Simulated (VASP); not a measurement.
The system is GdO.

```
Gd O
1.0
     0.00000    2.66351    2.66351
     2.66351    0.00000    2.66351
     2.66351    2.66351    0.00000
Gd O
1 1
Direct
  0.00000 0.00000 0.00000
  0.75000 0.75000 0.75000
```

This cell differs from its parent crystal: volume scaled by 0.96.

Base run:

| Item | Value |
| --- | --- |
| Program | VASP 6.6.1 |
| Functional | PBE |
| Potentials or basis | VASP PAW PBE potentials, release 64 (Gd, O) |
| Cutoff | 520 eV |
| k mesh | 9 × 9 × 9 |
| Occupations | fermi-dirac, width 0.05 eV |
| Spin | collinear spin, ferromagnetic start |
| Starting moments | [7.0, 0.0] μB |

Its results: pressure 3.6 GPa; net moment 7.57 μB per cell; site moments Gd +6.88; O -0.02 μB.

Q: The run is repeated on the same cell with these changes: functional from PBE to r2SCAN; further incar settings from ALGO = Normal; EDIFF = 1e-06; NBANDS = 23 to ALGO = Normal; EDIFF = 1e-07; NBANDS = 23. What comes out?

A: Pressure 2.1 GPa; net moment 7.94 μB per cell; site moments Gd +6.99; O +0.03 μB.

Caveats: a cell with one magnetic atom can't hold antiferromagnetic order, which such compounds often take; the PAW data sets were made with another functional, which shifts forces and pressure a little (some runs).
